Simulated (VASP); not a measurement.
# TiTe2 (P-3m1) in VASP: single point with PBE

Aim: the single point of TiTe2 with PBE.

Program: VASP 6.6.1. These are calculated values, not measurements. Logs are shortened: lines on timing, memory, paths and dates and some standing lists are left out, and cuts for length are marked.

## (1) The cell of the first run

It takes space group P-3m1 (No. 164, trigonal). Conventional cell: a = 3.871 Å, b = 3.871 Å, c = 6.823 Å, α = 90.00°, β = 90.00°, γ = 120.00°. Ti (site symmetry -3m) has 6 Te at 2.87 Å within 3.8 Å. Te (site symmetry 3m) has 3 Ti at 2.87 Å within 3.8 Å.

## (2) Single point, PBE (strain +0.025 along x and y, +0.050 along z)

Input file INCAR:

```
SYSTEM = TiTe2
ALGO = Normal
EDIFF = 1E-7
ENCUT = 520
GGA = PE
ISIF = 2
ISMEAR = 0
LASPH = .True.
LCHARG = .False.
LREAL = .False.
LWAVE = .False.
NBANDS = 19
NELM = 60
PREC = Accurate
SIGMA = 0.15
```

Input file KPOINTS:

```
k-points
0
Gamma
  12 12 8
  0 0 0
```

Input file POSCAR:

```
TiTe2
1.0
    3.8714259098      0.0000000000      0.0000000000
   -1.9357129549      3.3527531868      0.0000000000
    0.0000000000      0.0000000000      6.8229000000
Ti Te
1 2
Direct
    0.0000000000      0.0000000000      0.0000000000
    0.6666666667      0.3333333333      0.2628000000
    0.3333333333      0.6666666667      0.7372000000
```

Potentials or basis: VASP PAW PBE potentials, release 64 (Ti_sv, Te).

Launch:

```sh
$ cat potpaw_PBE.64/Ti_sv/POTCAR potpaw_PBE.64/Te/POTCAR > POTCAR
$ mpirun -np 1 vasp_std > vasp.out
```

OUTCAR:

```text
SYSTEM = TiTe2
   EDIFF = 1E-7
   ENCUT = 520
   GGA = PE
   ISIF = 2
   ISMEAR = 0
   LASPH = .True.
   LREAL = .False.
   NELM = 60
   PREC = Accurate

 ion  position               nearest neighbor table
   1  0.000  0.000  0.000-   2 2.87   3 2.87   2 2.87   3 2.87   2 2.87   3 2.87
   2  0.667  0.333  0.263-   1 2.87   1 2.87   1 2.87
   3  0.333  0.667  0.737-   1 2.87   1 2.87   1 2.87

  LATTYP: Found a hexagonal cell.
 ALAT       =     3.8714259098
 C/A-ratio  =     1.7623739054

  Lattice vectors:

 A1 = (   3.8714259098,   0.0000000000,   0.0000000000)
 A2 = (  -1.9357129549,   3.3527531868,   0.0000000000)
 A3 = (   0.0000000000,   0.0000000000,   6.8229000000)

Analysis of symmetry for initial positions (statically):
=====================================================================
 Subroutine PRICEL returns:
 Original cell was already a primitive cell.

 Routine SETGRP: Setting up the symmetry group for a
 hexagonal supercell.

 Subroutine GETGRP returns: Found 12 space group operations
 (whereof 12 operations were pure point group operations)
 out of a pool of 24 trial point group operations.

The static configuration has the point symmetry D_3d.

Analysis of symmetry for dynamics (positions and initial velocities):
=====================================================================
 Subroutine PRICEL returns:
 Original cell was already a primitive cell.

 Routine SETGRP: Setting up the symmetry group for a
 hexagonal supercell.

 Subroutine GETGRP returns: Found 12 space group operations
 (whereof 12 operations were pure point group operations)
 out of a pool of 24 trial point group operations.

The dynamic configuration has the point symmetry D_3d.

 Subroutine INISYM returns: Found 12 space group operations
 (whereof 12 operations are pure point group operations),
 and found     1 'primitive' translations

----------------------------------------------------------------------------------------

                                     Primitive cell

  volume of cell :      88.5608

  direct lattice vectors                    reciprocal lattice vectors
     3.871425910  0.000000000  0.000000000     0.258302761  0.149131168  0.000000000
    -1.935712955  3.352753187  0.000000000     0.000000000  0.298262337  0.000000000
     0.000000000  0.000000000  6.822900000     0.000000000  0.000000000  0.146565244

  length of vectors
     3.871425910  3.871425910  6.822900000     0.298262337  0.298262337  0.146565244

  position of ions in fractional coordinates (direct lattice)
     0.000000000  0.000000000  0.000000000
     0.666666667  0.333333333  0.262800000
     0.333333333  0.666666667  0.737200000

  ion indices of the primitive-cell ions
   primitive index   ion index
                 1           1
                 2           2
                 3           3

----------------------------------------------------------------------------------------

 KPOINTS: k-points

Automatic generation of k-mesh.
 Grid dimensions read from file:
 generate k-points for:   12   12    8

 Generating k-lattice:

  Cartesian coordinates                     Fractional coordinates (reciprocal lattice)
     0.021525230  0.012427597  0.000000000     0.083333333  0.000000000  0.000000000
     0.000000000  0.024855195  0.000000000     0.000000000  0.083333333  0.000000000
     0.000000000  0.000000000  0.018320655     0.000000000  0.000000000  0.125000000

  Length of vectors
     0.024855195  0.024855195  0.018320655

  Shift w.r.t. Gamma in fractional coordinates (k-lattice)
     0.000000000  0.000000000  0.000000000

 Subroutine IBZKPT returns following result:
 ===========================================

 Found    131 irreducible k-points:

 Following reciprocal coordinates:
            Coordinates               Weight
  0.000000  0.000000  0.000000      1.000000
  0.083333  0.000000  0.000000      6.000000
  0.166667  0.000000  0.000000      6.000000
  0.250000  0.000000  0.000000      6.000000
  0.333333  0.000000  0.000000      6.000000
  0.416667  0.000000  0.000000      6.000000
[... 16 lines left out ...]
  0.166667  0.000000  0.125000      6.000000
  0.000000  0.166667  0.125000      6.000000
 [... further k-points ...]
   k-points           NKPTS =    131   k-points in BZ     NKDIM =    131   number of bands    NBANDS=     19
   number of dos      NEDOS =    301   number of ions     NIONS =      3
   total plane-waves  NPLWV =  48600
   dimension x,y,z NGX =    30 NGY =   30 NGZ =   54
   dimension x,y,z NGXF=    60 NGYF=   60 NGZF=  108
   ions per type =               1   2
   NGX,Y,Z   is equivalent  to a cutoff of  12.88, 12.88, 13.16 a.u.
   NGXF,Y,Z  is equivalent  to a cutoff of  25.77, 25.77, 26.32 a.u.
 SYSTEM =  TiTe2
   PREC   = accura    normal or accurate (medium, high low for compatibility)
   ISTART =      0    job   : 0-new  1-cont  2-samecut
   ICHARG =      2    charge: 1-file 2-atom 10-const
   ISPIN  =      1    spin polarized calculation?
   LNONCOLLINEAR =      F non collinear calculations
   LSORBIT =      F    spin-orbit coupling
   LASPH  =      T    aspherical Exc in radial PAW
   ENCUT  =  520.0 eV  38.22 Ry    6.18 a.u.   7.20  7.20 12.69*2*pi/ulx,y,z
   NELM   =     60;   NELMIN=  2; NELMDL= -5     # of ELM steps
   EDIFF  = 0.1E-06   stopping-criterion for ELM
   LREAL  =      F    real-space projection
   EDIFFG = 0.1E-05   stopping-criterion for IOM
   NSW    =      0    number of steps for IOM
   IBRION =     -1    ionic relax: 0-MD 1-quasi-New 2-CG
   NFREE  =      0    steps in history (QN), initial steepest desc. (CG)
   ISIF   =      2    stress and relaxation
   ISYM   =      2    0-nonsym 1-usesym 2-fastsym
   POTIM  = 0.5000    time-step for ionic-motion
   TEBEG  =    0.0;   TEEND  =   0.0 temperature during run
   PSTRESS=    0.0 pullay stress
   NELECT =      24.0000    total number of electrons
   NUPDOWN=      -1.0000    fix difference up-down
   EMIN   =  10.00;   EMAX   =-10.00  energy-range for DOS
   EFERMI =   0.00;   METHOD = LEGACY
   ISMEAR =     0;   SIGMA  =   0.15  broadening in eV -4-tet -1-fermi 0-gaus
   EFERMI_NEDOS =   21; number of points for ismear=-14 and -15
   IALGO  =     38    algorithm
   IMIX   =      4    mixing-type and parameters
     AMIX     =   0.40;   BMIX     =  1.00
     AMIX_MAG =   1.60;   BMIX_MAG =  1.00
  volume/ion in A,a.u.               =      29.52       199.21
  Fermi-wavevector in a.u.,A,eV,Ry     =   1.059412  2.001998 15.270539  1.122353
  Thomas-Fermi vector in A             =   2.194756
   LORBIT       =      0    0 simple, 1 ext, 2 COOP (PROOUT), +10 PAW based schemes
   GGA     = PE    functional components
   LHFCALC =     F    Hartree Fock is set to
   AEXX    =    0.0000 exact exchange contribution
   IVDW    =     0    specifies the selected vdW correction
   LEPSILON=     F    determine dielectric tensor
   LRPA    =     F    only Hartree local field effects (RPA)
 non-spin polarized calculation
 Gauss-broadening in eV      SIGMA  =   0.15
  energy-cutoff  :      520.00
  volume of cell :       88.56
 maximum number of plane-waves:      2402
 NGX is ok and might be reduce to    30
   NGX = 15   NGY = 15   NGZ = 25

 number of electron      23.9999995 magnetization

 Free energy of the ion-electron system (eV)
  ---------------------------------------------------
  ext. energy  EPLUGINS =         0.00000000
  ---------------------------------------------------
  free energy    TOTEN  =       -16.11104865 eV

  energy without entropy =      -16.09580194  energy(sigma->0) =      -16.10342530

 E-fermi :   5.7199     XC(G=0):  -9.4187

 val. band max:        5.7187166725   @ k =   0.3333   0.0000   0.1250
 cond. band min:       5.7334311558   @ k =   0.4167   0.0000   0.0000
 fundamental gap:      0.0147144833
 Fermi energy:         5.7198996164

 k-point     1 :       0.0000    0.0000    0.0000
  band No.  band energies     occupation
      1     -51.9874      2.00000
      2     -28.2268      2.00000
      3     -28.2268      2.00000
      4     -28.1676      2.00000
      5      -6.1677      2.00000
      6      -5.0158      2.00000
[... 11 lines left out ...]
     18      10.7689      0.00000
     19      10.7909      0.00000

 k-point     2 :       0.0833    0.0000    0.0000
  band No.  band energies     occupation
      1     -51.9873      2.00000
      2     -28.2287      2.00000
      3     -28.2273      2.00000
      4     -28.1672      2.00000
      5      -6.1003      2.00000
      6      -4.9780      2.00000
[... 11 lines left out ...]
     18      11.1437      0.00000
     19      11.2863      0.00000

 k-point     3 :       0.1667    0.0000    0.0000
  band No.  band energies     occupation
      1     -51.9869      2.00000
      2     -28.2338      2.00000
      3     -28.2285      2.00000
      4     -28.1661      2.00000
      5      -5.9048      2.00000
      6      -4.8725      2.00000
[... 11 lines left out ...]
     18      11.7030      0.00000
     19      11.7985      0.00000

 k-point     4 :       0.2500    0.0000    0.0000
  band No.  band energies     occupation
      1     -51.9865      2.00000
      2     -28.2408      2.00000
      3     -28.2301      2.00000
      4     -28.1646      2.00000
      5      -5.6029      2.00000
      6      -4.7245      2.00000
[... 11 lines left out ...]
     18      11.3473      0.00000
     19      11.7766      0.00000

 k-point     5 :       0.3333    0.0000    0.0000
  band No.  band energies     occupation
      1     -51.9860      2.00000
      2     -28.2477      2.00000
      3     -28.2318      2.00000
      4     -28.1631      2.00000
      5      -5.2387      2.00000
      6      -4.5811      2.00000
[... 11 lines left out ...]
     18      10.9370      0.00000
     19      11.2968      0.00000

 k-point     6 :       0.4167    0.0000    0.0000
  band No.  band energies     occupation
      1     -51.9857      2.00000
      2     -28.2528      2.00000
      3     -28.2330      2.00000
      4     -28.1621      2.00000
      5      -4.8880      2.00000
      6      -4.5109      2.00000
[... 11 lines left out ...]
     18      10.8841      0.00000
     19      10.9487      0.00000

 k-point     7 :       0.5000    0.0000    0.0000
  band No.  band energies     occupation
      1     -51.9855      2.00000
      2     -28.2546      2.00000
      3     -28.2334      2.00000
      4     -28.1617      2.00000
      5      -4.6928      2.00000
      6      -4.5385      2.00000
[... 11 lines left out ...]
     18      10.8208      0.00000
     19      10.9379      0.00000

 k-point     8 :       0.0833    0.0833    0.0000
  band No.  band energies     occupation
      1     -51.9870      2.00000
      2     -28.2321      2.00000
      3     -28.2282      2.00000
      4     -28.1665      2.00000
      5      -5.9688      2.00000
      6      -4.9063      2.00000
[... 256 lines left out ...]
 k-point    20 :       0.0000    0.0000    0.1250
  band No.  band energies     occupation
      1     -51.9874      2.00000
      2     -28.2268      2.00000
      3     -28.2268      2.00000
      4     -28.1676      2.00000
      5      -6.1348      2.00000
      6      -5.0733      2.00000
[... 11 lines left out ...]
     18      10.8298      0.00000
     19      11.0460      0.00000

 k-point    21 :       0.0833    0.0000    0.1250
  band No.  band energies     occupation
      1     -51.9873      2.00000
      2     -28.2287      2.00000
      3     -28.2273      2.00000
      4     -28.1672      2.00000
      5      -6.0682      2.00000
      6      -5.0333      2.00000
[... 11 lines left out ...]
     18      11.2843      0.00000
     19      11.4289      0.00000

 k-point    22 :       0.0000    0.0833    0.1250
  band No.  band energies     occupation
      1     -51.9873      2.00000
      2     -28.2287      2.00000
      3     -28.2273      2.00000
      4     -28.1672      2.00000
      5      -6.0678      2.00000
      6      -5.0341      2.00000
[... 11 lines left out ...]
     18      11.3147      0.00000
     19      11.3950      0.00000

 k-point    23 :       0.1667    0.0000    0.1250
  band No.  band energies     occupation
      1     -51.9869      2.00000
      2     -28.2338      2.00000
      3     -28.2285      2.00000
      4     -28.1661      2.00000
      5      -5.8757      2.00000
      6      -4.9197      2.00000
[... 11 lines left out ...]
     18      11.5843      0.00000
     19      11.7972      0.00000

 k-point    24 :       0.0000    0.1667    0.1250
  band No.  band energies     occupation
      1     -51.9869      2.00000
      2     -28.2338      2.00000
      3     -28.2285      2.00000
      4     -28.1661      2.00000
      5      -5.8724      2.00000
      6      -4.9257      2.00000
[... 11 lines left out ...]
     18      11.8547      0.00000
     19      11.8790      0.00000

 [... further k-points ...]
[... 5 lines left out ...]
  --------------------------------------------------------------------------------------
  -------------------------------------------------------------------------------------
  Total       -2.3002949     -2.3002949     -2.6871774      0.0000000      0.0000000      0.0000000
  in kB      -41.6152550    -41.6152550    -48.6144506      0.0000000      0.0000000      0.0000000
  external PRESSURE =     -43.9483202 kB  Pullay stress =       0.0000000 kB

 VOLUME and BASIS-vectors are now :
 -----------------------------------------------------------------------------
  energy-cutoff  :      520.00
  volume of cell :       88.56
      direct lattice vectors                 reciprocal lattice vectors
     3.871425910  0.000000000  0.000000000     0.258302761  0.149131168  0.000000000
    -1.935712955  3.352753187  0.000000000     0.000000000  0.298262337  0.000000000
     0.000000000  0.000000000  6.822900000     0.000000000  0.000000000  0.146565244

 POSITION                                       TOTAL-FORCE (eV/Angst)
 -----------------------------------------------------------------------------------
      0.00000      0.00000      0.00000         0.000000      0.000000      0.000000
      1.93571      1.11758      1.79306         0.000000      0.000000     -0.792161
     -0.00000      2.23517      5.02984        -0.000000      0.000000      0.792161
 -----------------------------------------------------------------------------------
    total drift:                               -0.000000      0.000000     -0.000000

  FREE ENERGIE OF THE ION-ELECTRON SYSTEM (eV)
  ---------------------------------------------------
  free  energy   TOTEN  =       -16.1110486498 eV

  energy  without entropy=      -16.0958019442  energy(sigma->0) =      -16.10342530
```

It took 6.4 min on 1 thread of Intel Xeon 6975P-C, shared host; peak memory 0.37 GiB.

Results:

| Item | Value |
| --- | --- |
| Free energy | -16.1110 eV |
| Pressure | -4.4 GPa |
| Largest force | 0.792 eV/Å |
| Band gap on the k mesh | zero (band 12 reaches 6.09 eV, above the bottom of band 13 at 5.52 eV) |

Forces in eV/Å, atoms in the order of the input:
```
Ti   0.000  0.000  0.000
Te   0.000  0.000 -0.792
Te   0.000  0.000  0.792
```

Stress tensor (GPa, compression positive):
```
-4.16  0.00  0.00
 0.00 -4.16  0.00
 0.00  0.00 -4.86
```

Levels at points of the mesh, in eV from the Fermi level:
| k point | band 9 | band 10 | band 11 | band 12 | band 13 | band 14 | band 15 | band 16 |
| --- | --- | --- | --- | --- | --- | --- | --- | --- |
| (0.00, 0.00, 0.00) | -1.45 | 0.22 | 0.30 | 0.37 | 0.37 | 0.91 | 0.91 | 2.68 |
| (0.50, 0.00, 0.00) | -2.44 | -2.19 | -1.58 | -0.98 | -0.01 | 1.00 | 1.30 | 2.17 |
| (0.00, 0.00, 0.50) | -1.40 | -1.40 | 0.37 | 0.37 | 0.67 | 0.67 | 0.78 | 2.99 |
| (0.50, 0.00, 0.50) | -2.23 | -1.79 | -1.06 | -0.56 | -0.20 | 1.00 | 1.29 | 2.31 |

Caveat: the cell differs from its parent crystal (strain +0.025 along x and y, +0.050 along z); spin-orbit coupling is left out, which moves the levels of the heavy elements; this functional lacks dispersion, which binds the layers, so the pressure and a relaxed spacing across them are unreliable.
